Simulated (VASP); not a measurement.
Set up this calculation in VASP 6.6.1, as the native input.

```yaml
Task: relaxation of cell and atoms
Functional: PBE
Potentials_or_basis: VASP PAW PBE potentials, release 64 (Rb_sv, O)
Cutoff: 600 eV
k_mesh: 8 × 8 × 8
Occupations: gaussian, width 0.1 eV
Spin: no spin polarisation
Dipole_correction: no
Further_INCAR_settings: ALGO = Normal; EDIFF = 1e-07; IBRION = 2; EDIFFG = -0.01; NSW = 100; ISIF = 3
```

The structure of Rb4O lies in POSCAR:

```
Rb4O
1.0
   -3.8008166002      3.8008166002      3.8008166002
    3.8008166002     -3.8008166002      3.8008166002
    3.8008166002      3.8008166002     -3.8008166002
Rb O
4 1
Direct
    0.0000000000      0.0000000000      0.5000000000
    0.5000000000      0.0000000000      0.0000000000
    0.0000000000      0.5000000000      0.0000000000
    0.5000000000      0.5000000000      0.5000000000
    0.0000000000      0.0000000000      0.0000000000
```

The cell was generated, and may not be a known phase.

One way to write it, as run:

INCAR

```
SYSTEM = Rb4O
PREC = Accurate
ENCUT = 600
EDIFF = 1E-7
ISMEAR = 0
SIGMA = 0.1
LREAL = .False.
LASPH = .True.
NELM = 80
ALGO = Normal
ISIF = 3
LWAVE = .False.
LCHARG = .False.
GGA = PE
IBRION = 2
NSW = 100
EDIFFG = -0.01
```

KPOINTS

```
Automatic mesh
0
Gamma
  8 8 8
  0 0 0
```

Potentials or basis: VASP PAW PBE potentials, release 64 (Rb_sv, O).

Command:

```console
$ cat potpaw_PBE.64/Rb_sv/POTCAR potpaw_PBE.64/O/POTCAR > POTCAR
$ mpirun -np 1 vasp_std > vasp.out
```

Results of the run:

```json
{"Pressure after relaxing": "0.0 GPa", "Band gap on the k mesh": "zero (bands 21 and 22 overlap by 0.93 eV)"}
```

Caveat: the relaxation stopped at its first step, so nothing moved.

It took 2.6 min on 1 thread of Intel(R) Xeon(R) 6975P-C (Granite Rapids) (shared host), peak memory 0.48 GiB.
